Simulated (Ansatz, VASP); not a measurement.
Two plane-wave programs on WSe2

The input INCAR:

```
SYSTEM = WSe2
  PREC = Accurate
  ENCUT = 520
  EDIFF = 1E-7
  ISMEAR = 0
  SIGMA = 0.1
  LREAL = .FALSE.
  LASPH = .TRUE.
  NELM = 150
  ALGO = Normal
  ISIF = 2
  LWAVE = .FALSE.
  LCHARG = .TRUE.
  ISPIN = 2
  MAGMOM = 0 0 0
  LORBIT = 11
  LMAXMIX = 4
  GGA = PE
  LELF = .TRUE.
  LVHAR = .TRUE.
  NBANDS = 24
```

The input KPOINTS:

```
Automatic mesh
0
G
  6 6 4
  0 0 0
```

File POSCAR:

```
WSe2
1.0
    3.2475061657     -1.8744732947      0.0000000000
    3.2475061657      1.8744732947      0.0000000000
   -2.1412731716      0.0000000000      6.0286221138
W Se
1 2
Direct
    0.0000000000      0.0000000000      0.0000000000
    0.7380000000      0.7380000000      0.2310000000
    0.2620000000      0.2620000000      0.7690000000
```

Input for Ansatz:

```yaml
crystal:
  lattice:
    - [3.2475061657, -1.8744732947, 0.0]
    - [3.2475061657, 1.8744732947, 0.0]
    - [-2.1412731716, 0.0, 6.0286221138]
  atoms:
    - { symbol: W, position: [0.0, 0.0, 0.0] }
    - { symbol: Se, position: [0.738, 0.738, 0.231] }
    - { symbol: Se, position: [0.262, 0.262, 0.769] }
basis:
  ecutwfc: 420
kpoints:
  mp_grid: { grid: [6, 6, 4] }
hamiltonian:
  xc: pbe
scf:
  occupations: { method: gaussian, width: 0.1 }
  lower_state_search: "off"
output:
  forces: true
  stress: true
  eigenvalues: true
  populations: true
magnetization:
  spin_polarized: true
```

Alike in both runs: task single point; functional PBE; k mesh 6 × 6 × 4; occupations gaussian, width 0.1 eV; collinear spin.

```csv
,VASP,Ansatz
version,VASP 6.6.1,Ansatz 0.2.0
potentials or method,"VASP PAW PBE potentials, release 64 (W_sv, Se), cutoff 520 eV","scalar-relativistic, plane waves, PAW"
valence electrons in the cell,26,46
```

Ansatz gave:

```
gap on the k mesh at the Fermi level (eV)                     : none
pressure (GPa)                                                : -2.2
traceless stress, the component that is largest in VASP (GPa) : 9.71
rms of the force components (eV/Å)                            : 0.492
net moment per atom (μB)                                      : 0.00
```

Estimate VASP's values.

gap on the k mesh at the Fermi level (eV): none; pressure (GPa): -2.0; traceless stress, the component that is largest in VASP (GPa): 9.68; rms of the force components (eV/Å): 0.504; net moment per atom (μB): 0.00.

Atom by atom the forces differ by 0.012 eV/Å (rms over components). A gap of «none» marks a metal or a gap that the smearing closes. VASP's potentials hold 26 valence electrons a cell and Ansatz's 46, so a difference there can come from the potentials and not from the codes. Ansatz's warnings: no starting moments.

Spin-orbit coupling is off throughout.
